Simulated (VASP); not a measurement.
A run of VASP 6.6.1 is set up as follows.

INCAR

```
SYSTEM = Lu2AsN
PREC = Accurate ; ENCUT = 520
EDIFF = 1E-6 ; ISMEAR = -1
SIGMA = 0.02 ; LREAL = .FALSE.
LASPH = .TRUE. ; NELM = 100
ALGO = Normal ; ISIF = 2
LWAVE = .FALSE. ; LCHARG = .FALSE.
GGA = PE ; NBANDS = 38
```

KPOINTS

```
Automatic mesh
0
G
  6 6 6
  0 0 0
```

The input POSCAR:

```
Lu2AsN
1.0
    1.8106418797      1.0453745767      6.2513193462
   -1.8106418797      1.0453745767      6.2513193462
    0.0000000000     -2.0907491534      6.2513193462
N As Lu
1 1 2
Direct
    1.0000000000      0.0000000000      0.0000000000
    0.5000000000      0.5000000000      0.5000000000
    0.2638740074      0.2638740074      0.2638740074
    0.7361259926      0.7361259926      0.7361259926
```

Potentials or basis: VASP PAW PBE potentials, release 64 (N, As, Lu).

Launch:

```sh
$ cat potpaw_PBE.64/N/POTCAR potpaw_PBE.64/As/POTCAR potpaw_PBE.64/Lu/POTCAR > POTCAR
$ mpirun -np 1 vasp_std > vasp.out
```

Problem. Estimate the band gap on the k mesh.

Solution. Zero (bands 30 and 31 overlap by 1.39 eV).

Problem. Predict the pressure.

Solution. 0.6 GPa.

Caveat: spin-orbit coupling is left out, which moves the levels of the heavy elements.
